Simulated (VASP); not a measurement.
Input of a VASP 6.6.1 run:

Contents of INCAR:

```
PREC     = Accurate       # precision mode
ENCUT    = 600            # plane-wave cutoff, eV
EDIFF    = 1E-6           # SCF threshold, eV
ISMEAR   = 0              # smearing method
SIGMA    = 0.05           # smearing width, eV
LREAL    = F              # projectors in reciprocal space
LASPH    = T              # aspherical terms in the spheres
NELM     = 120            # most SCF steps
ALGO     = Normal         # electronic algorithm
ISIF     = 2              # what is computed and relaxed
LWAVE    = F              # write WAVECAR
LCHARG   = T              # write CHGCAR
LELF     = T              # ELF
LVHAR    = T            
NBANDS   = 11             # bands
GGA_COMPAT= F
```

File KPOINTS:

```
Automatic mesh
0
Gamma
  6 6 6
```

File POSCAR:

```
MgO
1.0
    0.0000000000      2.1351500000      2.1351500000
    2.1351500000      0.0000000000      2.1351500000
    2.1351500000      2.1351500000      0.0000000000
Mg O
1 1
Direct
    0.0351263377      0.0351263377     -0.0351263377
    0.5000000000      0.5000000000      0.5000000000
```

Potentials or basis: VASP PAW LDA potentials, release 64 (Mg, O).

Run with:

```sh
$ cat potpaw_LDA.64/Mg/POTCAR potpaw_LDA.64/O/POTCAR > POTCAR
$ mpirun -np 1 vasp_std > vasp.out
```

Q: What does it give for the pressure?

A: -11.5 GPa.

Q: Predict the band gap on the k mesh.

A: 4.26 eV, direct.

Q: Estimate the largest force.

A: 0.726 eV/Å.

Stress tensor (GPa, compression positive):
```
-13.79   0.00   0.00
  0.00 -13.79   0.00
  0.00   0.00  -7.01
```

Caveat: the k points lie up to 0.42 Å⁻¹ apart; the cell differs from its parent crystal (all Mg atoms moved -0.150 Å, as atom 1 towards its neighbour atom 2 (O) at 2.135 Å).
